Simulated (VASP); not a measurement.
# LiNbO3 (R-3c) in VASP: notebook

LiNbO3 is run at these levels: PBE; tasks: relaxation of shape and atoms at fixed volume, relaxation of cell and atoms.

Everything below comes from runs of VASP 6.6.1. Logs are shortened: lines on timing, memory, paths and dates and some standing lists are left out, and cuts for length are marked.

**1. The cell of the first run**

Symmetry: R-3c, No. 167, trigonal system. Conventional cell: a = 5.115 Å, b = 5.115 Å, c = 13.516 Å, α = 90.00°, β = 90.00°, γ = 120.00°. Within 2.5 Å of Li (site symmetry 32) lie 3 O at 1.92 Å. Nb (site symmetry -3) has 6 O at 1.96 Å within 2.6 Å. Within 2.5 Å of O (site symmetry 2) lie 1 Li at 1.92 Å and 2 Nb at 1.96 Å.

**2. Relaxation of shape and atoms at fixed volume, PBE (volume scaled by 0.94)**

Contents of INCAR:

```
PREC     = Accurate       # precision mode
ENCUT    = 600            # plane-wave cutoff, eV
EDIFF    = 1E-6           # SCF threshold, eV
ISMEAR   = 0              # smearing method
SIGMA    = 0.02           # smearing width, eV
LREAL    = F              # projectors in reciprocal space
LASPH    = T              # aspherical terms in the spheres
NELM     = 100            # most SCF steps
ALGO     = Normal         # electronic algorithm
ISIF     = 4              # what is computed and relaxed
LWAVE    = F              # write WAVECAR
LCHARG   = F              # write CHGCAR
GGA      = PE             # functional
IBRION   = 2              # ionic algorithm
NSW      = 50             # ionic steps
EDIFFG   = -0.01          # ionic threshold
```

Contents of KPOINTS:

```
Automatic mesh
0
Gamma
  6 6 6
```

Contents of POSCAR:

```
LiNbO3
1.0
    2.5574474612      1.4765429802      4.5053987085
   -2.5574474612      1.4765429802      4.5053987085
    0.0000000000     -2.9530859603      4.5053987085
Li Nb O
2 2 6
Direct
    0.2500000000      0.2500000000      0.2500000000
    0.7500000000      0.7500000000      0.7500000000
    0.0000000000      0.0000000000      0.0000000000
    0.5000000000      0.5000000000      0.5000000000
    0.1251595145      0.3748404855      0.7500000000
    0.7500000000      0.1251595145      0.3748404855
    0.3748404855      0.7500000000      0.1251595145
    0.2500000000      0.8748404855      0.6251595145
    0.8748404855      0.6251595145      0.2500000000
    0.6251595145      0.2500000000      0.8748404855
```

Potentials or basis: VASP PAW PBE potentials, release 64 (Li_sv, Nb_sv, O).

Launch:

```console
$ cat potpaw_PBE.64/Li_sv/POTCAR potpaw_PBE.64/Nb_sv/POTCAR potpaw_PBE.64/O/POTCAR > POTCAR
$ mpirun -np 1 vasp_std > vasp.out
```

OUTCAR:

```text
PREC = Accurate
   ENCUT = 600
   EDIFF = 1E-6
   ISMEAR = 0
   LREAL = F
   LASPH = T
   NELM = 100
   ISIF = 4
   GGA = PE
   IBRION = 2
   NSW = 50
   EDIFFG = -0.01

 ion  position               nearest neighbor table
   1  0.250  0.250  0.250-   9 1.92   8 1.92  10 1.92
   2  0.750  0.750  0.750-   5 1.92   6 1.92   7 1.92
   3  0.000  0.000  0.000-   6 1.96   8 1.96   7 1.96  10 1.96   9 1.96   5 1.96
   4  0.500  0.500  0.500-   7 1.96  10 1.96   8 1.96   6 1.96   9 1.96   5 1.96
   5  0.125  0.375  0.750-   2 1.92   3 1.96   4 1.96
   6  0.750  0.125  0.375-   2 1.92   3 1.96   4 1.96
   7  0.375  0.750  0.125-   2 1.92   4 1.96   3 1.96
   8  0.250  0.875  0.625-   1 1.92   3 1.96   4 1.96
   9  0.875  0.625  0.250-   1 1.92   3 1.96   4 1.96
  10  0.625  0.250  0.875-   1 1.92   4 1.96   3 1.96

  LATTYP: Found a trigonal (rhomboedric) cell.
 ALAT       =     5.3869596445
 COS(alpha) =     0.5492289748

  Lattice vectors:

 A1 = (   2.5574474612,   1.4765429802,   4.5053987085)
 A2 = (  -2.5574474612,   1.4765429802,   4.5053987085)
 A3 = (   0.0000000000,  -2.9530859603,   4.5053987085)

Analysis of symmetry for initial positions (statically):
=====================================================================
 Subroutine PRICEL returns:
 Original cell was already a primitive cell.

 Routine SETGRP: Setting up the symmetry group for a
 trigonal (rhombohedral) supercell.

 Subroutine GETGRP returns: Found 12 space group operations
 (whereof  6 operations were pure point group operations)
 out of a pool of 12 trial point group operations.

The static configuration has the point symmetry S_6 .
 The point group associated with its full space group is D_3d.

Analysis of symmetry for dynamics (positions and initial velocities):
=====================================================================
 Subroutine PRICEL returns:
 Original cell was already a primitive cell.

 Routine SETGRP: Setting up the symmetry group for a
 trigonal (rhombohedral) supercell.

 Subroutine GETGRP returns: Found 12 space group operations
 (whereof  6 operations were pure point group operations)
 out of a pool of 12 trial point group operations.

The dynamic configuration has the point symmetry S_6 .
 The point group associated with its full space group is D_3d.

 Subroutine INISYM returns: Found 12 space group operations
 (whereof  6 operations are pure point group operations),
 and found     1 'primitive' translations

[... 117 lines left out ...]
   ISYM   =      2    0-nonsym 1-usesym 2-fastsym
   POTIM  = 0.5000    time-step for ionic-motion
   TEBEG  =    0.0;   TEEND  =   0.0 temperature during run
   PSTRESS=    0.0 pullay stress
   NELECT =      68.0000    total number of electrons
   NUPDOWN=      -1.0000    fix difference up-down
   EMIN   =  10.00;   EMAX   =-10.00  energy-range for DOS
   EFERMI =   0.00;   METHOD = LEGACY
   ISMEAR =     0;   SIGMA  =   0.02  broadening in eV -4-tet -1-fermi 0-gaus
   EFERMI_NEDOS =   21; number of points for ismear=-14 and -15
   IALGO  =     38    algorithm
   IMIX   =      4    mixing-type and parameters
     AMIX     =   0.40;   BMIX     =  1.00
     AMIX_MAG =   1.60;   BMIX_MAG =  1.00
  volume/ion in A,a.u.               =      10.21        68.89
  Fermi-wavevector in a.u.,A,eV,Ry     =   1.429767  2.701868 27.813501  2.044235
  Thomas-Fermi vector in A             =   2.549685
   LORBIT       =      0    0 simple, 1 ext, 2 COOP (PROOUT), +10 PAW based schemes
   GGA     = PE    functional components
   LHFCALC =     F    Hartree Fock is set to
   AEXX    =    0.0000 exact exchange contribution
   IVDW    =     0    specifies the selected vdW correction
   LEPSILON=     F    determine dielectric tensor
   LRPA    =     F    only Hartree local field effects (RPA)
 conjugate gradient relaxation of ions
 non-spin polarized calculation
 Gauss-broadening in eV      SIGMA  =   0.02
  energy-cutoff  :      600.00
  volume of cell :      102.08
 maximum number of plane-waves:      3432
 NGX is ok and might be reduce to    48
   NGX = 21   NGY = 21   NGZ = 21

--------------------------------------- Ionic step        1  -------------------------------------------

 number of electron      68.0000007 magnetization

 Free energy of the ion-electron system (eV)
  ---------------------------------------------------
  ext. energy  EPLUGINS =         0.00000000
  ---------------------------------------------------
  free energy    TOTEN  =       -79.54003713 eV

  energy without entropy =      -79.54003713  energy(sigma->0) =      -79.54003713

------------------------ aborting loop because EDIFF is reached ----------------------------------------

  FORCE on cell =-STRESS in cart. coord.  units (eV):
  Direction    XX          YY          ZZ          XY          YZ          ZX
  --------------------------------------------------------------------------------------
  -------------------------------------------------------------------------------------
  Total        7.6775751      7.6775751      7.2815965      0.0000000      0.0000000      0.0000000
  in kB      120.5028614    120.5028614    114.2878068      0.0000000      0.0000000      0.0000000
  external PRESSURE =     118.4311765 kB  Pullay stress =       0.0000000 kB
[... 163 lines left out ...]
--------------------------------------- Ionic step        5  -------------------------------------------

 number of electron      68.0000009 magnetization

 Free energy of the ion-electron system (eV)
  ---------------------------------------------------
  ext. energy  EPLUGINS =         0.00000000
  ---------------------------------------------------
  free energy    TOTEN  =       -79.55537665 eV

  energy without entropy =      -79.55537665  energy(sigma->0) =      -79.55537665

 E-fermi :   4.1959     XC(G=0): -11.0188

 val. band max:        4.1053848369   @ k =   0.0000   0.0000   0.0000
 cond. band min:       6.7722893361   @ k =   0.5000   0.5000  -0.0000
 fundamental gap:      2.6669044992
 Fermi energy:         4.1959229730

 k-point     1 :       0.0000    0.0000    0.0000
  band No.  band energies     occupation
      1     -50.2660      2.00000
      2     -50.2469      2.00000
      3     -38.4867      2.00000
      4     -38.4840      2.00000
      5     -26.5461      2.00000
      6     -26.5461      2.00000
[... 1021 lines left out ...]
     39       9.2728      0.00000
     40       9.4837      0.00000

 [... further k-points ...]

------------------------ aborting loop because EDIFF is reached ----------------------------------------

  FORCE on cell =-STRESS in cart. coord.  units (eV):
  Direction    XX          YY          ZZ          XY          YZ          ZX
  --------------------------------------------------------------------------------------
  -------------------------------------------------------------------------------------
  Total        6.4388792      6.4388792      6.5056828      0.0000000      0.0000000      0.0000000
  in kB      101.0609943    101.0609943    102.1095057      0.0000000      0.0000000      0.0000000
  external PRESSURE =     101.4104981 kB  Pullay stress =       0.0000000 kB
[... 25 lines left out ...]
  FREE ENERGIE OF THE ION-ELECTRON SYSTEM (eV)
  ---------------------------------------------------
  free  energy   TOTEN  =       -79.5553766540 eV

  energy  without entropy=      -79.5553766540  energy(sigma->0) =      -79.55537665

 reached required accuracy - stopping structural energy minimisation
```

OSZICAR:

```text
N       E                     dE             d eps       ncg     rms          rms(c)
DAV:   1     0.850938808561E+03    0.85094E+03   -0.40468E+04  2560   0.200E+03
DAV:   2    -0.187492224922E+02   -0.86969E+03   -0.84935E+03  3368   0.667E+02
[... 35 lines left out ...]
   4 F= -.79555272E+02 E0= -.79555272E+02  d E =-.152348E-01
       N       E                     dE             d eps       ncg     rms          rms(c)
DAV:   1    -0.795554581702E+02   -0.18590E-03   -0.22533E-02  2624   0.107E+00    0.944E-02
DAV:   2    -0.795554238073E+02    0.34363E-04   -0.66603E-04  3120   0.194E-01    0.556E-02
DAV:   3    -0.795553763004E+02    0.47507E-04   -0.86201E-05  3336   0.793E-02    0.683E-03
DAV:   4    -0.795553766540E+02   -0.35362E-06   -0.81547E-06  3216   0.213E-02
   5 F= -.79555377E+02 E0= -.79555377E+02  d E =-.104697E-03
```

CONTCAR:

```text
LiNbO3
   1.00000000000000
     2.5596223926265997    1.4777986774493528    4.4977454154552650
    -2.5596223926265997    1.4777986774493528    4.4977454154552650
     0.0000000000000000   -2.9555973547875785    4.4977454154516385
  Li              Nb              O
     2     2     6
Direct
     0.2500000000000000    0.2500000000000000    0.2500000000000000
     0.7500000000000000    0.7500000000000000    0.7500000000000000
     0.0000000000000000    0.0000000000000000    0.0000000000000000
     0.5000000000000000    0.5000000000000000    0.5000000000000000
     0.1209510666649043    0.3790489333350957    0.7500000000000000
     0.7500000000000004    0.1209510666649046    0.3790489333350955
     0.3790489333350954    0.7499999999999996    0.1209510666649045
     0.2499999999999996    0.8790489333350954    0.6209510666649045
     0.8790489333350957    0.6209510666649043    0.2500000000000000
     0.6209510666649046    0.2500000000000003    0.8790489333350955

  0.00000000E+00  0.00000000E+00  0.00000000E+00
  0.00000000E+00  0.00000000E+00  0.00000000E+00
  0.00000000E+00  0.00000000E+00  0.00000000E+00
  0.00000000E+00  0.00000000E+00  0.00000000E+00
  0.00000000E+00  0.00000000E+00  0.00000000E+00
  0.00000000E+00  0.00000000E+00  0.00000000E+00
  0.00000000E+00  0.00000000E+00  0.00000000E+00
  0.00000000E+00  0.00000000E+00  0.00000000E+00
  0.00000000E+00  0.00000000E+00  0.00000000E+00
  0.00000000E+00  0.00000000E+00  0.00000000E+00
```

Wall time 9.4 min (1 thread of Intel Xeon Platinum 8259CL at 2.50GHz (Skylake/Cascade Lake), shared host); peak memory 0.4 GiB.

Results:

| Quantity | Value |
| --- | --- |
| Free energy | -79.5554 eV |
| Energy gained by relaxing | 1.5 meV/atom |
| Ionic steps | 5 |
| Pressure after relaxing | 10.1 GPa |
| Largest force after relaxing | 0.003 eV/Å |
| Band gap on the k mesh | 2.67 eV, indirect (least direct gap 2.73 eV) |

Forces on the atoms (eV/Å):
```
Li   0.000  0.000  0.000
Li   0.000  0.000  0.000
Nb   0.000  0.000  0.000
Nb   0.000  0.000  0.000
O   -0.003  0.000  0.000
O    0.002 -0.003  0.000
O    0.002  0.003  0.000
O   -0.002  0.003  0.000
O    0.003  0.000  0.000
O   -0.002 -0.003  0.000
```

Stress tensor (GPa, compression positive):
```
10.11  0.00  0.00
 0.00 10.11  0.00
 0.00  0.00 10.21
```

The path:
| step | energy change (eV) | largest force (eV/Å) | pressure (GPa) | volume (Å³) |
| --- | --- | --- | --- | --- |
| 1 | 0.0000 | 0.2282 | 11.84 | 102.08 |
| 2 | -0.0116 | 0.1140 | 10.95 | 102.08 |
| 3 | -0.0152 | 0.0007 | 10.11 | 102.08 |
| 4 | -0.0152 | 0.0060 | 10.15 | 102.08 |
| 5 | -0.0153 | 0.0033 | 10.14 | 102.08 |

Final structure:
```
Li Nb O
1.0
     2.55962    1.47780    4.49775
    -2.55962    1.47780    4.49775
     0.00000   -2.95560    4.49775
Li Nb O
2 2 6
Direct
  0.25000 0.25000 0.25000
  0.75000 0.75000 0.75000
  0.00000 0.00000 0.00000
  0.50000 0.50000 0.50000
  0.12095 0.37905 0.75000
  0.75000 0.12095 0.37905
  0.37905 0.75000 0.12095
  0.25000 0.87905 0.62095
  0.87905 0.62095 0.25000
  0.62095 0.25000 0.87905
```

Caveat: the cell differs from its parent crystal (volume scaled by 0.94); the cutoff is under 1.25 times the usual one of these potentials, so pressure, stress and relaxed cells hold a basis-set (Pulay) error. A k mesh can miss the band edges.

**3. Relaxation of cell and atoms, PBE**

This run uses another cell than the first one, of 10.29 Å³/atom, 1.008 times its volume.

Contents of INCAR:

```
SYSTEM = LiNbO3
ALGO     = Normal         ! electronic algorithm
EDIFF    = 1E-6           ! SCF threshold, eV
EDIFFG   = -0.05          ! ionic threshold
ENCUT    = 600            ! plane-wave cutoff, eV
GGA      = PE             ! functional
IBRION   = 2              ! ionic algorithm
ISIF     = 3              ! what is computed and relaxed
ISMEAR   = 0              ! smearing method
LASPH    = .True.         ! aspherical terms in the spheres
LCHARG   = .False.        ! write CHGCAR
LREAL    = .False.        ! projectors in reciprocal space
LWAVE    = .False.        ! write WAVECAR
NELM     = 60             ! most SCF steps
NSW      = 100            ! ionic steps
PREC     = Accurate       ! precision mode
SIGMA    = 0.1            ! smearing width, eV
```

Contents of KPOINTS:

```
k-points
0
Gamma
  6 6 6
  0 0 0
```

Contents of POSCAR:

```
LiNbO3
1.0
    2.5689000000      1.4831551065      4.4995666667
   -2.5689000000      1.4831551065      4.4995666667
    0.0000000000     -2.9663102130      4.4995666667
Li Nb O
2 2 6
Direct
    0.2500000000      0.2500000000      0.2500000000
    0.7500000000      0.7500000000      0.7500000000
    0.0000000000      0.0000000000      0.0000000000
    0.5000000000      0.5000000000      0.5000000000
    0.1243500000      0.3756500000      0.7500000000
    0.7500000000      0.1243500000      0.3756500000
    0.3756500000      0.7500000000      0.1243500000
    0.2500000000      0.8756500000      0.6243500000
    0.8756500000      0.6243500000      0.2500000000
    0.6243500000      0.2500000000      0.8756500000
```

Potentials or basis: VASP PAW PBE potentials, release 64 (Li_sv, Nb_sv, O).

Launch:

```console
$ cat potpaw_PBE.64/Li_sv/POTCAR potpaw_PBE.64/Nb_sv/POTCAR potpaw_PBE.64/O/POTCAR > POTCAR
$ mpirun -np 1 vasp_std > vasp.out
```

Run time: 20 min. Hardware: 1 thread of Intel Xeon Platinum 8259CL at 2.50GHz (Skylake/Cascade Lake), shared host; peak memory 0.42 GiB.

It converged, with:

| Item | Value |
| --- | --- |
| Free energy | -79.7438 eV |
| Relaxed volume | 10.81 Å³/atom |
| Relaxed cell | a = 5.501 Å, b = 5.501 Å, c = 5.501 Å, α = 56.47°, β = 56.47°, γ = 56.47° |
| Space group after relaxing (to 0.05 Å) | R-3c (No. 167) |
| Energy gained by relaxing | 14.5 meV/atom |
| Ionic steps | 6 |
| Pressure after relaxing | 0.1 GPa |
| Largest force after relaxing | 0.028 eV/Å |
| Band gap on the k mesh | 2.50 eV, indirect (least direct gap 2.63 eV) |

Forces in eV/Å, atoms in the order of the input:
```
Li   0.000  0.000  0.000
Li   0.000  0.000  0.000
Nb   0.000  0.000  0.000
Nb   0.000  0.000  0.000
O    0.028  0.000  0.000
O   -0.014  0.024  0.000
O   -0.014 -0.024  0.000
O    0.014 -0.024  0.000
O   -0.028  0.000  0.000
O    0.014  0.024  0.000
```

Stress tensor (GPa, compression positive):
```
 0.43  0.00  0.00
 0.00  0.43  0.00
 0.00  0.00 -0.47
```

Step by step:
```csv
step,energy change (eV),largest force (eV/Å),pressure (GPa),volume (Å³)
1,0.0000,0.1171,9.52,102.86
2,0.0263,0.5475,-8.72,112.23
3,-0.1232,0.2210,0.03,107.17
4,-0.1232,0.2151,0.21,107.09
5,-0.1348,0.1504,0.18,107.43
6,-0.1447,0.0276,0.13,108.12
```

Final structure:
```
CELL_PARAMETERS angstrom
2.60262 1.50263 4.60788
-2.60262 1.50263 4.60788
0.00000 -3.00525 4.60788
ATOMIC_POSITIONS crystal
Li 0.25000 0.25000 0.25000
Li 0.75000 0.75000 0.75000
Nb 0.00000 0.00000 0.00000
Nb 0.50000 0.50000 0.50000
O 0.12917 0.37083 0.75000
O 0.75000 0.12917 0.37083
O 0.37083 0.75000 0.12917
O 0.25000 0.87083 0.62917
O 0.87083 0.62917 0.25000
O 0.62917 0.25000 0.87083
```

Levels at points of the mesh, in eV from the valence-band top:
```
           k point  band 32  band 33  band 34  band 35  band 36  band 37
(0.00, 0.00, 0.00)    -0.19    -0.19    -0.08     2.55     2.55     2.74
(0.50, 0.00, 0.00)    -0.28    -0.23    -0.23     4.08     4.08     4.13
(0.50, 0.50, 0.00)    -0.42    -0.32    -0.27     2.50     3.57     3.92
(0.50, 0.50, 0.50)    -0.29    -0.29    -0.29     4.16     4.16     4.40
```

Caveat: the cutoff is under 1.25 times the usual one of these potentials, so pressure, stress and relaxed cells hold a basis-set (Pulay) error; the relaxation stopped at a loose force limit of 0.05 eV/Å, so its end isn't a converged minimum.
